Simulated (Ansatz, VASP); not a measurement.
**Mg: VASP beside Ansatz**

```
Mg
1.0
     2.92775    0.00000    0.00000
     0.00000    2.92775    0.00000
     0.00000    0.00000    2.92775
Mg
1
Direct
  0.00000 0.00000 0.00000
```

Alike in both runs: task relaxation of cell and atoms; functional BLYP; k mesh 11 × 11 × 11; occupations fermi-dirac, width 0.1 eV; no spin polarisation.

```csv
,VASP,Ansatz
version,VASP 6.6.1,Ansatz 0.2.0
potentials or method,"VASP PAW PBE potentials, release 64 (Mg), cutoff 600 eV","plane waves (420 eV) with PAW, scalar-relativistic"
valence electrons in the cell,2,10
```

Ansatz gave:

| Property | Result |
| --- | --- |
| relaxed volume (Å³/atom) | 29.54 |
| relaxed cell length with the largest relative difference (Å) | 3.091 |

Problem. Which values does VASP return?

Solution. Relaxed volume (Å³/atom): 29.66; relaxed cell length with the largest relative difference (Å): 3.095.

VASP's potentials were made for PBE, not for BLYP. VASP's potentials hold 2 valence electrons a cell and Ansatz's 10, so a difference there can come from the potentials and not from the codes.

Noted on VASP's run: the volume moved by over 15 % at a fixed basis, so the end points are rough.
